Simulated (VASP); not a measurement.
The system is NdMo.

```
Nd Mo
1.0
     1.59091    0.91851    5.19704
    -1.59091    0.91851    5.19704
     0.00000   -1.83703    5.19704
Nd Mo
1 1
Direct
  0.00000 0.00000 0.00000
  0.50000 0.50000 0.50000
```

The cell was built from a structure type or drawn by symmetry, and may not be a known phase.

```yaml
Program: VASP 6.6.1
Task: relaxation of cell and atoms
Functional: PBE
Potentials_or_basis: VASP PAW PBE potentials, release 64 (Nd_3, Mo_sv), 4f in core
Cutoff: 500 eV
k_mesh: 7 × 7 × 7
Occupations: gaussian, width 0.2 eV
Spin: no spin polarisation
```

At the start: pressure -0.2 GPa; volume 22.78 Å³/atom.

Q: How do energy, volume and symmetry change on relaxing?

A: Over 15 steps the energy falls by 38.9 meV/atom and the volume is 22.93 Å³/atom (+0.6 %); space group R-3m (No. 166, to 0.1 Å) before and after.

Step by step:
```tsv
step	energy change (eV)	largest force (eV/Å)	pressure (GPa)	volume (Å³)
1	0.0000	0.0000	-0.18	45.57
2	-0.0079	0.0000	0.30	45.39
3	-0.0237	0.0000	1.32	44.98
4	-0.0461	0.0000	3.43	44.03
5	0.1470	0.0000	10.63	41.63
6	-0.0475	0.0000	3.83	43.86
7	-0.0470	0.0000	4.22	43.70
8	-0.0483	0.0000	4.19	43.72
9	-0.0515	0.0000	4.08	43.78
10	-0.0549	0.0000	3.88	43.90
11	-0.0550	0.0000	3.80	43.95
12	-0.0586	0.0000	3.46	44.10
13	-0.0676	0.0000	2.49	44.57
14	-0.0771	0.0000	0.65	45.50
15	-0.0778	0.0000	0.02	45.85
```

Final structure:
```cif
data_structure
_symmetry_space_group_name_H-M 'P 1'
_symmetry_Int_Tables_number 1
_cell_length_a 5.0036
_cell_length_b 5.0036
_cell_length_c 5.0036
_cell_angle_alpha 39.614
_cell_angle_beta 39.614
_cell_angle_gamma 39.614
_cell_volume 45.85
loop_
_atom_site_label
_atom_site_type_symbol
_atom_site_fract_x
_atom_site_fract_y
_atom_site_fract_z
_atom_site_occupancy
Nd1 Nd 0.00000 0.00000 0.00000 1
Mo1 Mo 0.50000 0.50000 0.50000 1
```
